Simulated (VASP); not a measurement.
Si6SnO16 (a cell with a defect), 23 atoms in the cell. The cell holds a defect, 23 atoms: a = 5.910 Å, b = 5.910 Å, c = 5.330 Å, α = 90.00°, β = 90.00°, γ = 90.00°. 

```yaml
Program: VASP 6.6.1
Task: single point
Functional: PBE
Potentials_or_basis: VASP PAW PBE potentials, release 64 (Si, O, Sn_d)
Cutoff: 520 eV
k_mesh: 2 × 2 × 2
Occupations: gaussian, width 0.05 eV
Spin: no spin polarisation
Dipole_correction: no
Further_INCAR_settings: LREAL = Auto; ALGO = Normal; EDIFF = 1e-06; NBANDS = 84
```

Potentials or basis: VASP PAW PBE potentials, release 64 (Si, O, Sn_d).

The run is started by

```bash
$ cat potpaw_PBE.64/Si/POTCAR potpaw_PBE.64/O/POTCAR potpaw_PBE.64/Sn_d/POTCAR > POTCAR
$ mpirun -np 1 vasp_std > vasp.out
```

Hardware: 1 thread of AMD EPYC 9R45 96-Core Processor (Zen 5), with other jobs on the host.

Task: How long does it take, and how much memory?

Result: Run time: 3.2 min on 1 thread of AMD EPYC 9R45 96-Core Processor (Zen 5) (shared host), peak memory 0.3 GiB. Counts: scf iterations 26, k points 8.
